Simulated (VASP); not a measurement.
# H10CO6 in VASP: further runs, part 2 of 2

VASP 6.6.1.

**4. Single point, LDA**

The input, INCAR:

```
SYSTEM = H10CO6
PREC = Accurate ; ENCUT = 520
EDIFF = 1E-6 ; ISMEAR = -1
SIGMA = 0.05 ; LREAL = .FALSE.
LASPH = .TRUE. ; NELM = 120
ALGO = Normal ; ISIF = 2
LWAVE = .FALSE. ; LCHARG = .FALSE.
NBANDS = 39 ; GGA_COMPAT = .FALSE.
```

The input, KPOINTS:

```
regular mesh
0
G
  1 1 1
  0 0 0
```

The input, POSCAR:

```
H10CO6
1.0
    5.6774110000      0.0000000000      0.0000000000
    0.0000000000      5.6774110000      0.0000000000
    0.0000000000      0.0000000000      5.6774110000
O H C
6 10 1
Direct
    1.0394702797      0.3873068200      0.3701158856
    0.3722119114      0.2332048886      0.1413848672
    0.5191979231      0.3844710203      0.7674448794
    0.1505615852      0.6494861831      0.6962328428
    0.7800738752      0.7290823229      0.2916822474
    1.0561328042      0.8883274436      0.0630569110
    1.0685328224      0.4548904421      0.5340110131
    1.2332910194      0.3133470520      0.2672873252
    0.4350926857      0.3299038946      0.0026244357
    0.2781197275      0.0911507023      0.0912739980
    0.6642640457      0.4177960694      0.6815430484
    0.3834670416      0.4989950525      0.7135646864
    0.1120757331      0.7370789256      0.8651478641
    0.1687564983      0.7779250084      0.5882434793
    0.9292087538      0.5041734692      0.2772038170
    0.8570631931      1.0915714927      0.2874021275
    0.8853331210      0.9014672357      0.2093031489
```

Potentials or basis: VASP PAW LDA potentials, release 64 (O, H, C).

Run with:

```
$ cat potpaw_LDA.64/O/POTCAR potpaw_LDA.64/H/POTCAR potpaw_LDA.64/C/POTCAR > POTCAR
$ mpirun -np 1 vasp_gam > vasp.out
```

OUTCAR:

```text
SYSTEM = H10CO6
   PREC = Accurate
   ENCUT = 520
   EDIFF = 1E-6
   ISMEAR = -1
   LREAL = .FALSE.
   LASPH = .TRUE.
   NELM = 120
   ISIF = 2

 ion  position               nearest neighbor table
   1  0.039  0.387  0.370-   7 1.02  15 1.05   8 1.31
   2  0.372  0.233  0.141-  10 1.01   9 1.02   8 1.16
   3  0.519  0.384  0.767-  11 0.98  12 1.05
   4  0.151  0.649  0.696-  14 0.96  13 1.10
   5  0.780  0.729  0.292-  17 1.24
   6  0.056  0.888  0.063-  17 1.28
   7  0.069  0.455  0.534-   1 1.02
   8  0.233  0.313  0.267-   2 1.16   1 1.31
   9  0.435  0.330  0.003-   2 1.02
  10  0.278  0.091  0.091-   2 1.01
  11  0.664  0.418  0.682-   3 0.98
  12  0.383  0.499  0.714-   3 1.05
  13  0.112  0.737  0.865-   4 1.10
  14  0.169  0.778  0.588-   4 0.96
  15  0.929  0.504  0.277-   1 1.05
  16  0.857  0.092  0.287-  17 1.18
  17  0.885  0.901  0.209-  16 1.18   5 1.24   6 1.28

  LATTYP: Found a simple cubic cell.
 ALAT       =     5.6774110000

  Lattice vectors:
[... 188 lines left out ...]
 cond. band min:       1.4367846239   @ k =   0.0000   0.0000   0.0000
 fundamental gap:      4.8938212928
 Fermi energy:        -2.1882987639

 k-point     1 :       0.0000    0.0000    0.0000
  band No.  band energies     occupation
      1     -23.6680      2.00000
      2     -22.7052      2.00000
      3     -22.2774      2.00000
      4     -21.6028      2.00000
      5     -21.3736      2.00000
      6     -20.9092      2.00000
[... 29 lines left out ...]
     36       7.9508      0.00000
     37       8.2103      0.00000
 [bands above 37 left out]

------------------------ aborting loop because EDIFF is reached ----------------------------------------

  FORCE on cell =-STRESS in cart. coord.  units (eV):
  Direction    XX          YY          ZZ          XY          YZ          ZX
  --------------------------------------------------------------------------------------
  -------------------------------------------------------------------------------------
  Total       -3.3417486     -1.1079502     -0.8656228      1.5656780     -1.2713188      0.6260555
  in kB      -29.2572397     -9.7001801     -7.5785873     13.7076194    -11.1304841      5.4811595
  external PRESSURE =     -15.5120024 kB  Pullay stress =       0.0000000 kB

 VOLUME and BASIS-vectors are now :
 -----------------------------------------------------------------------------
  energy-cutoff  :      520.00
  volume of cell :      183.00
      direct lattice vectors                 reciprocal lattice vectors
     5.677411000  0.000000000  0.000000000     0.176136623  0.000000000  0.000000000
     0.000000000  5.677411000  0.000000000     0.000000000  0.176136623  0.000000000
     0.000000000  0.000000000  5.677411000     0.000000000  0.000000000  0.176136623

 POSITION                                       TOTAL-FORCE (eV/Angst)
 -----------------------------------------------------------------------------------
      0.22409      2.19890      2.10130         0.031976     -0.712489     -0.462959
      2.11320      1.32400      0.80270        -0.821571     -0.307499      1.461587
      2.94770      2.18280      4.35710        -1.127755      0.852733     -0.549910
      0.85480      3.68740      3.95280         0.104066      0.031504      2.217225
      4.42880      4.13930      1.65600        -0.568247     -0.074141     -0.221145
      0.31869      5.04340      0.35800         0.414024      0.258038     -0.515132
[... 9 lines left out ...]
      4.86590      0.51989      1.63170        -0.088469     -1.151608     -0.529393
      5.02640      5.11800      1.18830         0.637208      0.803454      0.622554
 -----------------------------------------------------------------------------------
    total drift:                               -0.000959      0.000707      0.000982

  FREE ENERGIE OF THE ION-ELECTRON SYSTEM (eV)
  ---------------------------------------------------
  free  energy   TOTEN  =       -94.8409212182 eV

  energy  without entropy=      -94.8409212182  energy(sigma->0) =      -94.84092122
```

OSZICAR:

```text
N       E                     dE             d eps       ncg     rms          rms(c)
DAV:   1     0.375485273784E+03    0.37549E+03   -0.27453E+04    78   0.118E+03
DAV:   2    -0.651674847308E+02   -0.44065E+03   -0.41903E+03   101   0.286E+02
DAV:   3    -0.102493279673E+03   -0.37326E+02   -0.37115E+02   100   0.888E+01
DAV:   4    -0.103032337654E+03   -0.53906E+00   -0.53812E+00    92   0.118E+01
DAV:   5    -0.103040360563E+03   -0.80229E-02   -0.80212E-02   100   0.144E+00    0.172E+01
DAV:   6    -0.953951003038E+02    0.76453E+01   -0.23222E+01   100   0.240E+01    0.643E+00
DAV:   7    -0.950183283736E+02    0.37677E+00   -0.11496E+00    92   0.500E+00    0.386E+00
DAV:   8    -0.948447696123E+02    0.17356E+00   -0.33904E-01   100   0.348E+00    0.693E-01
DAV:   9    -0.948379474145E+02    0.68222E-02   -0.36014E-02   100   0.116E+00    0.302E-01
DAV:  10    -0.948399361496E+02   -0.19887E-02   -0.10804E-02    92   0.598E-01    0.128E-01
DAV:  11    -0.948402961702E+02   -0.36002E-03   -0.13889E-03   100   0.277E-01    0.667E-02
DAV:  12    -0.948408230820E+02   -0.52691E-03   -0.35784E-04    92   0.111E-01    0.298E-02
DAV:  13    -0.948409067839E+02   -0.83702E-04   -0.62274E-05   100   0.448E-02    0.102E-02
DAV:  14    -0.948409190379E+02   -0.12254E-04   -0.10194E-05    92   0.164E-02    0.623E-03
DAV:  15    -0.948409210544E+02   -0.20165E-05   -0.40716E-06   100   0.144E-02    0.230E-03
DAV:  16    -0.948409212182E+02   -0.16376E-06   -0.68047E-07    76   0.554E-03
   1 F= -.94840921E+02 E0= -.94840921E+02  d E =-.256100E-10
```

It took 6.8 s on 1 thread of AMD EPYC 7R43 (Zen 3), shared host; peak memory 0.15 GiB.

Results:

```yaml
Free_energy: -94.8409 eV
Pressure: -1.6 GPa
Largest_force: 2.220 eV/Å
```

Forces in eV/Å, atoms in the order of the input:
```
O    0.032 -0.712 -0.463
O   -0.822 -0.307  1.462
O   -1.128  0.853 -0.550
O    0.104  0.032  2.217
O   -0.568 -0.074 -0.221
O    0.414  0.258 -0.515
H   -0.144  0.387 -0.441
H   -0.092  0.406 -0.580
H    0.461 -0.259 -0.477
H   -0.102 -0.175 -0.361
H   -0.104  0.110  0.084
H    1.024 -0.432  0.291
H   -0.130 -0.527 -0.543
H    0.112  0.723 -0.860
H    0.393  0.067  0.865
H   -0.088 -1.152 -0.529
C    0.637  0.803  0.623
```

Stress tensor (GPa, compression positive):
```
-2.93  1.37  0.55
 1.37 -0.97 -1.11
 0.55 -1.11 -0.76
```

Levels at points of the mesh, in eV from the Fermi level:
```
           k point  band 23  band 24  band 25  band 26  band 27  band 28
(0.00, 0.00, 0.00)    -1.87    -1.48    -1.27     3.63     4.29     6.66
```

Caveat: the k points lie up to 1.11 Å⁻¹ apart.

**5. Summary**

| cell | pressure (GPa) | largest force (eV/Å) |
| --- | --- | --- |
| as given, atomic positions A | -0.6 | 1.95 |
| as given, atomic positions B | 1.3 | 2.23 |
| as given, atomic positions C | -1.6 | 2.22 |

Alike in all rows: task single point; level LDA; potentials or basis VASP PAW LDA potentials, release 64 (O, H, C); no spin polarisation; k mesh 1 × 1 × 1; cutoff (eV) 520; smearing fermi-dirac 0.05 eV.

Caveats: all runs use coarse meshes.

Total energies depend on the potentials used, so only differences within one code and one set of settings carry meaning.
